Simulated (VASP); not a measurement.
Wanted: the native input for a VASP 6.6.1 run.

* Task: single point
* Functional: r2SCAN
* Potentials or basis: VASP PAW PBE potentials, release 64 (Sb)
* Cutoff: 520 eV
* k mesh: 8 × 8 × 8
* Occupations: fermi-dirac, width 0.05 eV
* Spin: no spin polarisation
* Dipole correction: no
* Further INCAR settings: ALGO = Normal; EDIFF = 1e-07; NBANDS = 12

Crystal: Sb.

```
Sb
1.0
     2.18255    1.26009    3.80745
    -2.18255    1.26009    3.80745
     0.00000   -2.52019    3.80745
Sb
2
Direct
  0.76651 0.76651 0.76651
  0.23349 0.23349 0.23349
```

One way to write it, as run:

POSCAR

```
Sb
1.0
    2.1825479877      1.2600946682      3.8074530396
   -2.1825479877      1.2600946682      3.8074530396
    0.0000000000     -2.5201893365      3.8074530396
Sb
2
Direct
    0.7665100000      0.7665100000      0.7665100000
    0.2334900000      0.2334900000      0.2334900000
```

INCAR.step1

```
PREC = Accurate ; ENCUT = 520
ISMEAR = -1 ; SIGMA = 0.05
LREAL = F ; LASPH = T
NELM = 60 ; NBANDS = 12
GGA = PE ; ALGO = Normal
EDIFF = 1E-4 ; LWAVE = T
LCHARG = F
```

INCAR.step2

```
PREC = Accurate ; ENCUT = 520
EDIFF = 1E-7 ; ISMEAR = -1
SIGMA = 0.05 ; LREAL = F
LASPH = T ; NELM = 60
ALGO = Normal ; ISIF = 2
LWAVE = F ; LCHARG = F
METAGGA = R2SCAN ; LMIXTAU = T
NBANDS = 12 ; ISTART = 1
```

KPOINTS

```
regular mesh
0
Gamma
  8 8 8
```

Potentials or basis: VASP PAW PBE potentials, release 64 (Sb).

Run with:

```console
$ cat potpaw_PBE.64/Sb/POTCAR > POTCAR
$ cp INCAR.step1 INCAR
$ mpirun -np 1 vasp_std > vasp.out
$ cp INCAR.step2 INCAR
$ mpirun -np 1 vasp_std > vasp.out
```

It gave:

| Quantity | Value |
| --- | --- |
| Pressure | -0.5 GPa |
| Largest force | 0.164 eV/Å |
| Band gap on the k mesh | zero (band 5 reaches 6.87 eV, above the bottom of band 6 at 6.67 eV) |

Caveat: the PAW data sets were made with another functional, which shifts forces and pressure a little; spin-orbit coupling is left out, which moves the levels of the heavy elements.

Wall time 3.7 min on 1 thread of Intel(R) Xeon(R) Platinum 8375C CPU @ 2.90GHz (Ice Lake) (shared host), peak memory 0.23 GiB.
